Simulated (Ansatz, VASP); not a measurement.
One calculation of HfNbTe4, two programs

```
Hf Nb Te
1.0
     3.81711   -0.00020   -0.00061
    -0.00034    6.61149   -0.00035
    -0.00418    0.00089   14.46585
Hf Nb Te
2 2 8
Direct
  0.99920 0.00055 0.50019
  0.50142 0.50057 0.49999
  0.99974 0.99933 0.99992
  0.49963 0.49953 0.99990
  0.50095 0.16786 0.62768
  0.00002 0.66765 0.62764
  0.49956 0.16540 0.12347
  0.99992 0.66531 0.12357
  0.99975 0.33345 0.87635
  0.49954 0.83354 0.87627
  0.99966 0.33329 0.37249
  0.50061 0.83350 0.37252
```

Change from the starting cell: cell x2, atoms moved at random (sigma 0.1 Å) and cell strained at random (1.5 %), then relaxed without symmetry.

Alike in both runs: functional PBE; k mesh 6 × 4 × 2; occupations gaussian, width 0.2 eV; no spin polarisation.

Ansatz relaxed the structure, and its values are those at the end. VASP's run is a single point on that final structure, the one shown.

|  | VASP | Ansatz |
| --- | --- | --- |
| version | VASP 6.6.1 | Ansatz 0.2.0 |
| potentials or method | VASP PAW PBE potentials, release 64 (Hf_pv, Nb_sv, Te), cutoff 520 eV | scalar-relativistic, plane waves, PAW |
| valence electrons in the cell | 94 | 206 |

```csv
,VASP,Ansatz,Ansatz less VASP
gap on the k mesh at the Fermi level (eV),none,none,-
pressure (GPa),-0.1,0.0,+0.12
rms of the force components (eV/Å),0.009,0.004,-0.0052
```

A gap of «none» marks a metal or a gap that the smearing closes. VASP's potentials hold 94 valence electrons a cell and Ansatz's 206, so a difference there can come from the potentials and not from the codes.

Spin-orbit coupling is off throughout.
